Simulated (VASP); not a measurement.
Crystal: TaN.

```
Ta N
1.0
     5.19100    0.00000    0.00000
    -2.59550    4.49554    0.00000
     0.00000    0.00000    2.90800
Ta N
3 3
Direct
  0.00000 0.00000 0.00000
  0.33333 0.66667 0.50000
  0.66667 0.33333 0.50000
  0.50000 0.00000 0.00000
  0.50000 0.50000 0.00000
  0.00000 0.50000 0.00000
```

Base run:

| Property | Result |
| --- | --- |
| Program | VASP 6.6.1 |
| Functional | LDA |
| Potentials or basis | VASP PAW LDA potentials, release 64 (Ta_sv_GW, N) |
| Cutoff | 600 eV |
| k mesh | 5 × 5 × 8 |
| Occupations | fermi-dirac, width 0.1 eV |
| Spin | no spin polarisation |

Its results: band gap on the k mesh zero (band 27 reaches 12.74 eV, above the bottom of band 28 at 10.60 eV); pressure -4.3 GPa.

**Question.** The run is repeated on the same cell with these changes: k mesh from 5 × 5 × 8 to 3 × 3 × 5. What comes out?

**Answer.** Band gap on the k mesh zero (band 27 reaches 12.30 eV, above the bottom of band 28 at 10.60 eV); pressure -3.5 GPa.

Caveats: some runs use coarse meshes; spin-orbit coupling is left out, which moves the levels of the heavy elements.
